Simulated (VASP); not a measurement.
Ni, 2 atoms in the cell. Symmetry: P6_3/mmc, No. 194, hexagonal system. The conventional cell has a = 2.188 Å, b = 2.188 Å, c = 3.592 Å, α = 90.00°, β = 90.00°, γ = 120.00°. Within 2.9 Å of Ni (site symmetry -6m2) lie 12 Ni at 2.19 to 2.20 Å. 

* Program: VASP 6.6.1
* Task: single point
* Functional: PBE
* Potentials or basis: VASP PAW PBE potentials, release 64 (Ni)
* Cutoff: 520 eV
* k mesh: 20 × 20 × 11
* Occupations: fermi-dirac, width 0.08 eV
* Spin: collinear spin, ferromagnetic start
* Starting moments: [1.0, 1.0] μB
* Dipole correction: no
* Further INCAR settings: ALGO = Normal; EDIFF = 1e-06; NBANDS = 21

Potentials or basis: VASP PAW PBE potentials, release 64 (Ni).

Launch:

```console
$ cat potpaw_PBE.64/Ni/POTCAR > POTCAR
$ mpirun -np 1 vasp_std > vasp.out
```

Hardware: 1 thread of Intel Xeon 6975P-C, on a shared host.

Task: Estimate the wall time of this run.

Result: Run time: 61 s on 1 thread of Intel Xeon 6975P-C, on a shared host, peak memory 0.22 GiB. Counts: scf iterations 12, k points 264.
